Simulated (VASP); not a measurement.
# Hf (P6_3/mmc) in VASP: further runs

The runs below take Hf through single point, with BLYP.

All numbers are computed with VASP 6.6.1; they aren't measurements. Logs are shortened: lines on timing, memory, paths and dates and some standing lists are left out, and cuts for length are marked.

**1. The cell of the first run**

Symmetry: P6_3/mmc, No. 194, hexagonal system. Conventional cell: a = 3.270 Å, b = 3.270 Å, c = 10.453 Å, α = 90.00°, β = 90.00°, γ = 120.00°. Within 4.2 Å of Hf (site symmetry -3m) lie 12 Hf at 3.22 to 3.27 Å. Within 4.2 Å of Hf (site symmetry -6m2) lie 12 Hf at 3.22 to 3.27 Å.

**2. Single point, BLYP (24.20 Å³/atom)**

INCAR

```
  PREC = Accurate
  ENCUT = 520
  EDIFF = 1E-6
  ISMEAR = -1
  SIGMA = 0.1
  LREAL = F
  LASPH = T
  NELM = 100
  ALGO = Normal
  ISIF = 2
  LWAVE = F
  LCHARG = F
  GGA = B5
  ALDAX = 1.0
  AGGAX = 1.0
  AGGAC = 1.0
  ALDAC = 0.0
  NBANDS = 28
```

KPOINTS

```
regular mesh
0
Gamma
  13 13 4
```

POSCAR

```
Hf
1.0
    3.2698475561      0.0000000000      0.0000000000
   -1.6349237780      2.8317710501      0.0000000000
    0.0000000000      0.0000000000     10.4526362885
Hf
4
Direct
    0.0000000000      1.0000000000      0.0000000000
    0.0000000000      1.0000000000      0.5000000000
    0.3333333333      0.6666666667      0.2500000000
    0.6666666667      0.3333333333      0.7500000000
```

Potentials or basis: VASP PAW PBE potentials, release 64 (Hf_pv).

Command:

```sh
$ cat potpaw_PBE.64/Hf_pv/POTCAR > POTCAR
$ mpirun -np 1 vasp_std > vasp.out
```

OUTCAR:

```text
PREC = Accurate
   ENCUT = 520
   EDIFF = 1E-6
   ISMEAR = -1
   LREAL = F
   LASPH = T
   NELM = 100
   ISIF = 2
   GGA = B5

 ion  position               nearest neighbor table
   1  0.000  0.000  0.000-   3 3.22   4 3.22   3 3.22   4 3.22   4 3.22   3 3.22
   2  0.000  0.000  0.500-   3 3.22   4 3.22   3 3.22   4 3.22   4 3.22   3 3.22
   3  0.333  0.667  0.250-   1 3.22   2 3.22   1 3.22   2 3.22   1 3.22   2 3.22
   4  0.667  0.333  0.750-   1 3.22   2 3.22   1 3.22   2 3.22   1 3.22   2 3.22

  LATTYP: Found a hexagonal cell.
 ALAT       =     3.2698475561
 C/A-ratio  =     3.1966738844

  Lattice vectors:

 A1 = (   3.2698475561,   0.0000000000,   0.0000000000)
 A2 = (  -1.6349237780,   2.8317710501,   0.0000000000)
 A3 = (   0.0000000000,   0.0000000000,  10.4526362885)

Analysis of symmetry for initial positions (statically):
=====================================================================
 Subroutine PRICEL returns:
 Original cell was already a primitive cell.

 Routine SETGRP: Setting up the symmetry group for a
 hexagonal supercell.

 Subroutine GETGRP returns: Found 24 space group operations
 (whereof 12 operations were pure point group operations)
 out of a pool of 24 trial point group operations.

The static configuration has the point symmetry D_3d.
 The point group associated with its full space group is D_6h.

Analysis of symmetry for dynamics (positions and initial velocities):
=====================================================================
 Subroutine PRICEL returns:
 Original cell was already a primitive cell.

 Routine SETGRP: Setting up the symmetry group for a
 hexagonal supercell.

 Subroutine GETGRP returns: Found 24 space group operations
 (whereof 12 operations were pure point group operations)
 out of a pool of 24 trial point group operations.

The dynamic configuration has the point symmetry D_3d.
 The point group associated with its full space group is D_6h.

 Subroutine INISYM returns: Found 24 space group operations
 (whereof 12 operations are pure point group operations),
 and found     1 'primitive' translations

----------------------------------------------------------------------------------------

                                     Primitive cell

  volume of cell :      96.7858

  direct lattice vectors                    reciprocal lattice vectors
     3.269847556  0.000000000  0.000000000     0.305824655  0.176567947  0.000000000
    -1.634923778  2.831771050  0.000000000     0.000000000  0.353135894  0.000000000
     0.000000000  0.000000000 10.452636289     0.000000000  0.000000000  0.095669645

  length of vectors
     3.269847556  3.269847556 10.452636289     0.353135894  0.353135894  0.095669645

  position of ions in fractional coordinates (direct lattice)
     0.000000000  0.000000000  0.000000000
     0.000000000  0.000000000  0.500000000
     0.333333333  0.666666667  0.250000000
     0.666666667  0.333333333  0.750000000

  ion indices of the primitive-cell ions
   primitive index   ion index
                 1           1
                 2           2
                 3           3
                 4           4

----------------------------------------------------------------------------------------

 KPOINTS: regular mesh

Automatic generation of k-mesh.
 Grid dimensions read from file:
 generate k-points for:   13   13    4

 Generating k-lattice:

  Cartesian coordinates                     Fractional coordinates (reciprocal lattice)
     0.023524973  0.013582150  0.000000000     0.076923077  0.000000000  0.000000000
     0.000000000  0.027164300  0.000000000     0.000000000  0.076923077  0.000000000
     0.000000000  0.000000000  0.023917411     0.000000000  0.000000000  0.250000000

  Length of vectors
     0.027164300  0.027164300  0.023917411

  Shift w.r.t. Gamma in fractional coordinates (k-lattice)
     0.000000000  0.000000000  0.000000000

 Subroutine IBZKPT returns following result:
 ===========================================

 Found     63 irreducible k-points:

 Following reciprocal coordinates:
            Coordinates               Weight
  0.000000  0.000000  0.000000      1.000000
  0.076923  0.000000  0.000000      6.000000
  0.153846 -0.000000  0.000000      6.000000
  0.230769  0.000000  0.000000      6.000000
  0.307692 -0.000000  0.000000      6.000000
  0.384615  0.000000  0.000000      6.000000
[... 16 lines left out ...]
  0.076923  0.000000  0.250000     12.000000
  0.153846 -0.000000  0.250000     12.000000
 [... further k-points ...]
   k-points           NKPTS =     63   k-points in BZ     NKDIM =     63   number of bands    NBANDS=     28
   number of dos      NEDOS =    301   number of ions     NIONS =      4
   total plane-waves  NPLWV =  46080
   dimension x,y,z NGX =    24 NGY =   24 NGZ =   80
   dimension x,y,z NGXF=    48 NGYF=   48 NGZF=  160
   ions per type =               4
   NGX,Y,Z   is equivalent  to a cutoff of  12.20, 12.20, 12.72 a.u.
   NGXF,Y,Z  is equivalent  to a cutoff of  24.40, 24.40, 25.45 a.u.
 SYSTEM =  unknown system
   PREC   = accura    normal or accurate (medium, high low for compatibility)
   ISTART =      0    job   : 0-new  1-cont  2-samecut
   ICHARG =      2    charge: 1-file 2-atom 10-const
   ISPIN  =      1    spin polarized calculation?
   LNONCOLLINEAR =      F non collinear calculations
   LSORBIT =      F    spin-orbit coupling
   LASPH  =      T    aspherical Exc in radial PAW
   ENCUT  =  520.0 eV  38.22 Ry    6.18 a.u.   6.08  6.08 19.43*2*pi/ulx,y,z
   NELM   =    100;   NELMIN=  2; NELMDL= -5     # of ELM steps
   EDIFF  = 0.1E-05   stopping-criterion for ELM
   LREAL  =      F    real-space projection
   EDIFFG = 0.1E-04   stopping-criterion for IOM
   NSW    =      0    number of steps for IOM
   IBRION =     -1    ionic relax: 0-MD 1-quasi-New 2-CG
   NFREE  =      0    steps in history (QN), initial steepest desc. (CG)
   ISIF   =      2    stress and relaxation
   ISYM   =      2    0-nonsym 1-usesym 2-fastsym
   POTIM  = 0.5000    time-step for ionic-motion
   TEBEG  =    0.0;   TEEND  =   0.0 temperature during run
   PSTRESS=    0.0 pullay stress
   NELECT =      40.0000    total number of electrons
   NUPDOWN=      -1.0000    fix difference up-down
   EMIN   =  10.00;   EMAX   =-10.00  energy-range for DOS
   EFERMI =   0.00;   METHOD = LEGACY
   ISMEAR =    -1;   SIGMA  =   0.10  broadening in eV -4-tet -1-fermi 0-gaus
   EFERMI_NEDOS =   21; number of points for ismear=-14 and -15
   IALGO  =     38    algorithm
   IMIX   =      4    mixing-type and parameters
     AMIX     =   0.40;   BMIX     =  1.00
     AMIX_MAG =   1.60;   BMIX_MAG =  1.00
  volume/ion in A,a.u.               =      24.20       163.29
  Fermi-wavevector in a.u.,A,eV,Ry     =   1.219432  2.304393 20.232067  1.487015
  Thomas-Fermi vector in A             =   2.354685
   LORBIT       =      0    0 simple, 1 ext, 2 COOP (PROOUT), +10 PAW based schemes
   GGA     = B5    functional components
   LHFCALC =     F    Hartree Fock is set to
   AEXX    =    0.0000 exact exchange contribution
   IVDW    =     0    specifies the selected vdW correction
   LEPSILON=     F    determine dielectric tensor
   LRPA    =     F    only Hartree local field effects (RPA)
 non-spin polarized calculation
  energy-cutoff  :      520.00
  volume of cell :       96.79
 maximum number of plane-waves:      2638
   NGX = 13   NGY = 13   NGZ = 39

 number of electron      39.9999986 magnetization

 Free energy of the ion-electron system (eV)
  ---------------------------------------------------
  ext. energy  EPLUGINS =         0.00000000
  ---------------------------------------------------
  free energy    TOTEN  =       -34.32411442 eV

  energy without entropy =      -34.13790070  energy(sigma->0) =      -34.23100756

 E-fermi :   4.7861     XC(G=0): -10.3645

 val. band max:        4.7784537428   @ k =   0.2308   0.0000   0.2500
 cond. band min:       4.7924639946   @ k =   0.0769   0.0000   0.0000
 fundamental gap:      0.0140102518
 Fermi energy:         4.7861189153

 k-point     1 :       0.0000    0.0000    0.0000
  band No.  band energies     occupation
      1     -26.1556      2.00000
      2     -25.8581      2.00000
      3     -25.8102      2.00000
      4     -25.5980      2.00000
      5     -25.5980      2.00000
      6     -25.5629      2.00000
[... 20 lines left out ...]
     27       6.4461      0.00000
     28       6.4461      0.00000

 k-point     2 :       0.0769    0.0000    0.0000
  band No.  band energies     occupation
      1     -26.1438      2.00000
      2     -25.8622      2.00000
      3     -25.8148      2.00000
      4     -25.6236      2.00000
      5     -25.6064      2.00000
      6     -25.5818      2.00000
[... 20 lines left out ...]
     27       6.4902      0.00000
     28       6.5845      0.00000

 k-point     3 :       0.1538   -0.0000    0.0000
  band No.  band energies     occupation
      1     -26.1100      2.00000
      2     -25.8806      2.00000
      3     -25.8343      2.00000
      4     -25.6921      2.00000
      5     -25.6335      2.00000
      6     -25.6294      2.00000
[... 20 lines left out ...]
     27       6.8447      0.00000
     28       6.9913      0.00000

 k-point     4 :       0.2308    0.0000    0.0000
  band No.  band energies     occupation
      1     -26.0594      2.00000
      2     -25.9280      2.00000
      3     -25.8800      2.00000
      4     -25.7844      2.00000
      5     -25.7214      2.00000
      6     -25.6606      2.00000
[... 578 lines left out ...]
     27       6.3395      0.00000
     28       6.3395      0.00000

 k-point    23 :       0.0769    0.0000    0.2500
  band No.  band energies     occupation
      1     -26.1213      2.00000
      2     -25.9591      2.00000
      3     -25.7157      2.00000
      4     -25.6195      2.00000
      5     -25.6028      2.00000
      6     -25.5927      2.00000
[... 20 lines left out ...]
     27       6.3474      0.00000
     28       6.4552      0.00000

 k-point    24 :       0.1538   -0.0000    0.2500
  band No.  band energies     occupation
      1     -26.0912      2.00000
      2     -25.9571      2.00000
      3     -25.7588      2.00000
      4     -25.6846      2.00000
      5     -25.6527      2.00000
      6     -25.6253      2.00000
[... 20 lines left out ...]
     27       6.6406      0.00000
     28       6.7801      0.00000

 [... further k-points ...]

------------------------ aborting loop because EDIFF is reached ----------------------------------------

  FORCE on cell =-STRESS in cart. coord.  units (eV):
  Direction    XX          YY          ZZ          XY          YZ          ZX
  --------------------------------------------------------------------------------------
  -------------------------------------------------------------------------------------
  Total       -2.1852773     -2.1852773     -2.2532689     -0.0000000      0.0000000     -0.0000000
  in kB      -36.1747596    -36.1747596    -37.3002832     -0.0000000      0.0000000     -0.0000000
  external PRESSURE =     -36.5499341 kB  Pullay stress =       0.0000000 kB

 VOLUME and BASIS-vectors are now :
 -----------------------------------------------------------------------------
  energy-cutoff  :      520.00
  volume of cell :       96.79
      direct lattice vectors                 reciprocal lattice vectors
     3.269847556  0.000000000  0.000000000     0.305824655  0.176567947  0.000000000
    -1.634923778  2.831771050  0.000000000     0.000000000  0.353135894  0.000000000
     0.000000000  0.000000000 10.452636289     0.000000000  0.000000000  0.095669645

 POSITION                                       TOTAL-FORCE (eV/Angst)
 -----------------------------------------------------------------------------------
      0.00000      0.00000      0.00000        -0.000000      0.000000      0.000000
      0.00000      0.00000      5.22632        -0.000000      0.000000      0.000000
     -0.00000      1.88785      2.61316        -0.000000      0.000000      0.000000
      1.63492      0.94392      7.83948         0.000000     -0.000000     -0.000000
 -----------------------------------------------------------------------------------
    total drift:                                0.000000     -0.000000     -0.000000

  FREE ENERGIE OF THE ION-ELECTRON SYSTEM (eV)
  ---------------------------------------------------
  free  energy   TOTEN  =       -34.3241144212 eV

  energy  without entropy=      -34.1379006985  energy(sigma->0) =      -34.23100756
```

Run time: 77 s. Hardware: 1 thread of Intel Xeon 6975P-C (Granite Rapids), shared host; peak memory 0.27 GiB.

Results:

* Free energy: -34.3241 eV
* Pressure: -3.7 GPa
* Band gap on the k mesh: zero (bands 20 and 21 overlap by 1.48 eV)

Stress tensor (GPa, compression positive):
```
-3.62  0.00  0.00
 0.00 -3.62  0.00
 0.00  0.00 -3.73
```

Levels at points of the mesh, in eV from the Fermi level:
```csv
k point,band 17,band 18,band 19,band 20,band 21,band 22,band 23,band 24
"(0.00, 0.00, 0.00)",0.16,0.19,0.67,0.95,0.95,1.05,1.05,1.35
"(0.00, 0.00, 0.50)",0.15,0.15,0.91,0.91,1.13,1.13,1.13,1.13
```

Caveat: the cell stands under tension; the PAW data sets were made with another functional, which shifts forces and pressure a little; spin-orbit coupling is left out, which moves the levels of the heavy elements.

**3. Single point, BLYP (25.13 Å³/atom)**

This run uses another cell than the first one, of 25.13 Å³/atom.

INCAR

```
AGGAC = 1.0
AGGAX = 1.0
ALDAC = 0.0
ALDAX = 1.0
ALGO = Normal
EDIFF = 1E-7
ENCUT = 520
GGA = B5
ISIF = 2
ISMEAR = -1
LASPH = True
LCHARG = False
LREAL = False
LWAVE = False
NBANDS = 28
NELM = 100
PREC = Accurate
SIGMA = 0.1
```

KPOINTS

```
k-points
0
Gamma
  13 13 4
```

POSCAR

```
Hf
1.0
    3.3112424259      0.0000000000      0.0000000000
   -1.6556212129      2.8676200589      0.0000000000
    0.0000000000      0.0000000000     10.5849621878
Hf
4
Direct
    0.0000000000      1.0000000000      0.0000000000
    0.0000000000      1.0000000000      0.5000000000
    0.3333333333      0.6666666667      0.2500000000
    0.6666666667      0.3333333333      0.7500000000
```

Potentials or basis: VASP PAW PBE potentials, release 64 (Hf_pv).

Command:

```sh
$ cat potpaw_PBE.64/Hf_pv/POTCAR > POTCAR
$ mpirun -np 1 vasp_std > vasp.out
```

OUTCAR:

```text
EDIFF = 1E-7
   ENCUT = 520
   GGA = B5
   ISIF = 2
   ISMEAR = -1
   LASPH = True
   LREAL = False
   NELM = 100
   PREC = Accurate

 ion  position               nearest neighbor table
   1  0.000  0.000  0.000-   3 3.26   4 3.26   3 3.26   4 3.26   4 3.26   3 3.26
   2  0.000  0.000  0.500-   3 3.26   4 3.26   3 3.26   4 3.26   4 3.26   3 3.26
   3  0.333  0.667  0.250-   1 3.26   2 3.26   1 3.26   2 3.26   1 3.26   2 3.26
   4  0.667  0.333  0.750-   1 3.26   2 3.26   1 3.26   2 3.26   1 3.26   2 3.26

  LATTYP: Found a hexagonal cell.
 ALAT       =     3.3112424259
 C/A-ratio  =     3.1966738844

  Lattice vectors:

 A1 = (   3.3112424259,   0.0000000000,   0.0000000000)
 A2 = (  -1.6556212129,   2.8676200589,   0.0000000000)
 A3 = (   0.0000000000,   0.0000000000,  10.5849621878)

Analysis of symmetry for initial positions (statically):
=====================================================================
 Subroutine PRICEL returns:
 Original cell was already a primitive cell.

 Routine SETGRP: Setting up the symmetry group for a
 hexagonal supercell.

 Subroutine GETGRP returns: Found 24 space group operations
 (whereof 12 operations were pure point group operations)
 out of a pool of 24 trial point group operations.

The static configuration has the point symmetry D_3d.
 The point group associated with its full space group is D_6h.

Analysis of symmetry for dynamics (positions and initial velocities):
=====================================================================
 Subroutine PRICEL returns:
 Original cell was already a primitive cell.

 Routine SETGRP: Setting up the symmetry group for a
 hexagonal supercell.

 Subroutine GETGRP returns: Found 24 space group operations
 (whereof 12 operations were pure point group operations)
 out of a pool of 24 trial point group operations.

The dynamic configuration has the point symmetry D_3d.
 The point group associated with its full space group is D_6h.

[... 119 lines left out ...]
   IALGO  =     38    algorithm
   IMIX   =      4    mixing-type and parameters
     AMIX     =   0.40;   BMIX     =  1.00
     AMIX_MAG =   1.60;   BMIX_MAG =  1.00
  volume/ion in A,a.u.               =      25.13       169.57
  Fermi-wavevector in a.u.,A,eV,Ry     =   1.204188  2.275585 19.729374  1.450068
  Thomas-Fermi vector in A             =   2.339920
   LORBIT       =      0    0 simple, 1 ext, 2 COOP (PROOUT), +10 PAW based schemes
   GGA     = B5    functional components
   LHFCALC =     F    Hartree Fock is set to
   AEXX    =    0.0000 exact exchange contribution
   IVDW    =     0    specifies the selected vdW correction
   LEPSILON=     F    determine dielectric tensor
   LRPA    =     F    only Hartree local field effects (RPA)
 non-spin polarized calculation
  energy-cutoff  :      520.00
  volume of cell :      100.51
 maximum number of plane-waves:      2739
 NGX is ok and might be reduce to    28
   NGX = 13   NGY = 13   NGZ = 39

 number of electron      39.9999995 magnetization

 Free energy of the ion-electron system (eV)
  ---------------------------------------------------
  ext. energy  EPLUGINS =         0.00000000
  ---------------------------------------------------
  free energy    TOTEN  =       -34.20260191 eV

  energy without entropy =      -34.01230280  energy(sigma->0) =      -34.10745236

 E-fermi :   4.5410     XC(G=0): -10.2030

 val. band max:        4.5343627619   @ k =   0.1538   0.0769   0.5000
 cond. band min:       4.5506917782   @ k =   0.0000   0.0000   0.2500
 fundamental gap:      0.0163290163
 Fermi energy:         4.5409808207

 k-point     1 :       0.0000    0.0000    0.0000
  band No.  band energies     occupation
      1     -26.4517      2.00000
      2     -26.1931      2.00000
      3     -26.1445      2.00000
      4     -25.9638      2.00000
      5     -25.9638      2.00000
      6     -25.9334      2.00000
[... 733 lines left out ...]
     27       6.3405      0.00000
     28       6.4677      0.00000

 [... further k-points ...]

------------------------ aborting loop because EDIFF is reached ----------------------------------------

  FORCE on cell =-STRESS in cart. coord.  units (eV):
  Direction    XX          YY          ZZ          XY          YZ          ZX
  --------------------------------------------------------------------------------------
  -------------------------------------------------------------------------------------
  Total       -4.1988208     -4.1988208     -4.2720441     -0.0000000     -0.0000000      0.0000000
  in kB      -66.9323417    -66.9323417    -68.0995760     -0.0000000     -0.0000000      0.0000000
  external PRESSURE =     -67.3214198 kB  Pullay stress =       0.0000000 kB

 VOLUME and BASIS-vectors are now :
 -----------------------------------------------------------------------------
  energy-cutoff  :      520.00
  volume of cell :      100.51
      direct lattice vectors                 reciprocal lattice vectors
     3.311242426  0.000000000  0.000000000     0.302001446  0.174360616  0.000000000
    -1.655621213  2.867620059  0.000000000     0.000000000  0.348721232  0.000000000
     0.000000000  0.000000000 10.584962188     0.000000000  0.000000000  0.094473649

 POSITION                                       TOTAL-FORCE (eV/Angst)
 -----------------------------------------------------------------------------------
      0.00000      0.00000      0.00000        -0.000000      0.000000     -0.000000
      0.00000      0.00000      5.29248        -0.000000      0.000000     -0.000000
     -0.00000      1.91175      2.64624         0.000000     -0.000000     -0.000000
      1.65562      0.95587      7.93872        -0.000000      0.000000      0.000000
 -----------------------------------------------------------------------------------
    total drift:                                0.000000     -0.000000      0.000000

  FREE ENERGIE OF THE ION-ELECTRON SYSTEM (eV)
  ---------------------------------------------------
  free  energy   TOTEN  =       -34.2026019144 eV

  energy  without entropy=      -34.0123027959  energy(sigma->0) =      -34.10745236
```

Wall time 2.2 min (1 thread of Intel Xeon 6975P-C (Granite Rapids), shared host); peak memory 0.3 GiB.

Results:

```yaml
Free_energy: -34.2026 eV
Pressure: -6.7 GPa
Band_gap_on_the_k_mesh: zero (bands 20 and 21 overlap by 1.45 eV)
```

Caveat: the cell stands under tension; the PAW data sets were made with another functional, which shifts forces and pressure a little; spin-orbit coupling is left out, which moves the levels of the heavy elements.
